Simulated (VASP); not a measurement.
# Pb (Fm-3m) in VASP: notebook, part 3 of 3

VASP 6.6.1. The steps go on from the part before.

## 5. Single point, HSE06

This run uses another cell than the first one, of 29.11 Å³/atom.

POSCAR

```
Pb
1.0
    0.0000000000      2.4415696833      2.4415696833
    2.4415696833      0.0000000000      2.4415696833
    2.4415696833      2.4415696833      0.0000000000
Pb
1
Direct
    0.0000000000      0.0000000000      0.0000000000
```

INCAR.step1

```
PREC = Accurate
ENCUT = 520
EDIFF = 1E-5
ISMEAR = -1
SIGMA = 0.05
LREAL = False
LASPH = True
NELM = 100
ALGO = Normal
ISIF = 2
LWAVE = True
LCHARG = False
GGA = PE
NBANDS = 13
```

INCAR.step2

```
PREC = Accurate
ENCUT = 520
EDIFF = 1E-6
ISMEAR = -1
SIGMA = 0.05
LREAL = False
LASPH = True
NELM = 100
ALGO = Normal
ISIF = 2
LWAVE = False
LCHARG = False
GGA = PE
LHFCALC = True
HFSCREEN = 0.2079
PRECFOCK = Normal
ISTART = 1
NBANDS = 13
```

KPOINTS

```
Automatic mesh
0
Gamma
  5 5 5
```

Potentials or basis: VASP PAW PBE potentials, release 64 (Pb_d).

Started as:

```
> cat potpaw_PBE.64/Pb_d/POTCAR > POTCAR
> cp INCAR.step1 INCAR
> mpirun -np 1 vasp_std > vasp.out
> cp INCAR.step2 INCAR
> mpirun -np 1 vasp_std > vasp.out
```

OUTCAR:

```text
PREC = Accurate
   ENCUT = 520
   EDIFF = 1E-6
   ISMEAR = -1
   LREAL = False
   LASPH = True
   NELM = 100
   ISIF = 2
   GGA = PE
   LHFCALC = True
   HFSCREEN = 0.2079
   PRECFOCK = Normal
   ISTART = 1

 ion  position               nearest neighbor table
   1  0.000  0.000  0.000-

  LATTYP: Found a face centered cubic cell.
 ALAT       =     4.8831393666

  Lattice vectors:

 A1 = (   0.0000000000,   2.4415696833,   2.4415696833)
 A2 = (   2.4415696833,   0.0000000000,   2.4415696833)
 A3 = (   2.4415696833,   2.4415696833,   0.0000000000)

Analysis of symmetry for initial positions (statically):
=====================================================================
 Subroutine PRICEL returns:
 Original cell was already a primitive cell.

 Routine SETGRP: Setting up the symmetry group for a
 face centered cubic supercell.

 Subroutine GETGRP returns: Found 48 space group operations
 (whereof 48 operations were pure point group operations)
 out of a pool of 48 trial point group operations.

The static configuration has the point symmetry O_h .

Analysis of symmetry for dynamics (positions and initial velocities):
=====================================================================
 Subroutine PRICEL returns:
 Original cell was already a primitive cell.

 Routine SETGRP: Setting up the symmetry group for a
 face centered cubic supercell.

 Subroutine GETGRP returns: Found 48 space group operations
 (whereof 48 operations were pure point group operations)
 out of a pool of 48 trial point group operations.

The dynamic configuration has the point symmetry O_h .

 Subroutine INISYM returns: Found 48 space group operations
 (whereof 48 operations are pure point group operations),
[... 107 lines left out ...]
   ENCUT4O =  -1.0   cutoff for four orbital integrals eV
   NKREDX  =     1    reduce k-point grid by
   NKREDY  =     1    reduce k-point grid by
   NKREDZ  =     1    reduce k-point grid by
   AEXX    =    0.2500 exact exchange contribution
   HFSCREEN=    0.2079 screening length (either q_TF or 0.3 A-1)
   HFSCREENC=   0.2079 screening length for correlation (either q_TF or 0.3 A-1)
   ENCUTFOCK=  -1.0 apply spherical cutoff to Coloumb kernel
   IVDW    =     0    specifies the selected vdW correction
   LEPSILON=     F    determine dielectric tensor
   LRPA    =     F    only Hartree local field effects (RPA)
 non-spin polarized calculation
  energy-cutoff  :      520.00
  volume of cell :       29.11
 maximum number of plane-waves:       797
 NGX is ok and might be reduce to    28
  NGX = 20; NGY = 20; NGZ = 20

 number of electron      13.9999999 magnetization

 Free energy of the ion-electron system (eV)
  ---------------------------------------------------
  ext. energy  EPLUGINS =         0.00000000
  ---------------------------------------------------
  free energy    TOTEN  =        -4.03654892 eV

  energy without entropy =       -4.02379385  energy(sigma->0) =       -4.03017138

 E-fermi :   7.2764     XC(G=0):  -8.5991

 val. band max:        7.2508164406   @ k =  -0.4000   0.4000   0.2000
 cond. band min:       8.0664182705   @ k =  -0.2000   0.2000   0.0000
 fundamental gap:      0.8156018299
 Fermi energy:         7.2764339021

 k-point     1 :       0.0000    0.0000    0.0000
  band No.  band energies     occupation
      1     -11.3818      2.00000
      2     -11.3818      2.00000
      3     -11.3818      2.00000
      4     -11.2143      2.00000
      5     -11.2143      2.00000
      6      -5.7341      2.00000
      7      16.1985      0.00000
      8      16.1985      0.00000
      9      16.1985      0.00000
     10      18.1934      0.00000
     11      20.3553      0.00000
     12      21.2063      0.00000
     13      21.2063      0.00000
[... 130 lines left out ...]
  band No.  band energies     occupation
      1     -11.3922      2.00000
      2     -11.3778      2.00000
      3     -11.2476      2.00000
      4     -11.1345      2.00000
      5     -11.0601      2.00000
      6      -0.3442      2.00000
      7       5.5792      2.00000
      8       7.2508      1.25071
      9       9.4366      0.00000
     10      18.4276      0.00000
     11      19.4543      0.00000
     12      21.0469      0.00000
     13      25.0763      0.00000

------------------------ aborting loop because EDIFF is reached ----------------------------------------

  FORCE on cell =-STRESS in cart. coord.  units (eV):
  Direction    XX          YY          ZZ          XY          YZ          ZX
  --------------------------------------------------------------------------------------
  -------------------------------------------------------------------------------------
  Total        0.4832436      0.4832436      0.4832436     -0.0000000      0.0000000     -0.0000000
  in kB       26.5974106     26.5974106     26.5974106     -0.0000000      0.0000000     -0.0000000
  external PRESSURE =      26.5974106 kB  Pullay stress =       0.0000000 kB

 VOLUME and BASIS-vectors are now :
 -----------------------------------------------------------------------------
  energy-cutoff  :      520.00
  volume of cell :       29.11
      direct lattice vectors                 reciprocal lattice vectors
     0.000000000  2.441569683  2.441569683    -0.204786291  0.204786291  0.204786291
     2.441569683  0.000000000  2.441569683     0.204786291 -0.204786291  0.204786291
     2.441569683  2.441569683  0.000000000     0.204786291  0.204786291 -0.204786291

 POSITION                                       TOTAL-FORCE (eV/Angst)
 -----------------------------------------------------------------------------------
      0.00000      0.00000      0.00000         0.000000      0.000000      0.000000
 -----------------------------------------------------------------------------------
    total drift:                                0.000000      0.000001     -0.000001

  FREE ENERGIE OF THE ION-ELECTRON SYSTEM (eV)
  ---------------------------------------------------
  free  energy   TOTEN  =        -4.0365489224 eV

  energy  without entropy=       -4.0237938470  energy(sigma->0) =       -4.03017138
```

It took 7.1 min on 1 thread of Intel Xeon Platinum 8259CL at 2.50GHz (Skylake/Cascade Lake), shared host; peak memory 0.26 GiB.

Results:

| Property | Result |
| --- | --- |
| Free energy | -4.0365 eV |
| Pressure | 2.7 GPa |
| Band gap on the k mesh | zero (bands 7 and 8 overlap by 9.28 eV) |

Levels at points of the mesh, in eV from the Fermi level:
```csv
k point,band 3,band 4,band 5,band 6,band 7,band 8,band 9,band 10,band 11,band 12
"(0.00, 0.00, 0.00)",-18.66,-18.49,-18.49,-13.01,8.92,8.92,8.92,10.92,13.08,13.93
```

Caveat: the k points lie up to 0.45 Å⁻¹ apart, too coarse for converged energies and pressures of a metal; the PAW data sets were made with another functional, which shifts forces and pressure a little; spin-orbit coupling is left out, which moves the levels of the heavy elements.

## 6. Summary

```tsv
level	cell	screening parameter	gap on the mesh (eV)	pressure (GPa)
PBEsol-based screened hybrid with 25 % exact exchange	a = 3.546 Å, angles 60.0°, 1 atom	0.207 1/Å	none	-3.1
PBEsol-based screened hybrid with 25 % exact exchange	a = 3.569 Å, angles 60.0°, 1 atom	0.207 1/Å	none	-3.8
HSE06	a = 3.429 Å, angles 60.0°, 1 atom	0.2079 1/Å	none	4.0
HSE06	a = 3.453 Å, angles 60.0°, 1 atom	0.2079 1/Å	none	2.7
```

Alike in all rows: task single point; potentials or basis VASP PAW PBE potentials, release 64 (Pb_d); no spin polarisation; k mesh 5 × 5 × 5; cutoff (eV) 520; smearing fermi-dirac 0.05 eV.

Caveats: all runs use coarse meshes; the PAW data sets were made with another functional, which shifts forces and pressure a little; spin-orbit coupling is left out, which moves the levels of the heavy elements.

Total energies depend on the potentials used, so only differences within one code and one set of settings carry meaning.

The gap in the log of VASP goes by the Fermi energy; the results here count the filled bands.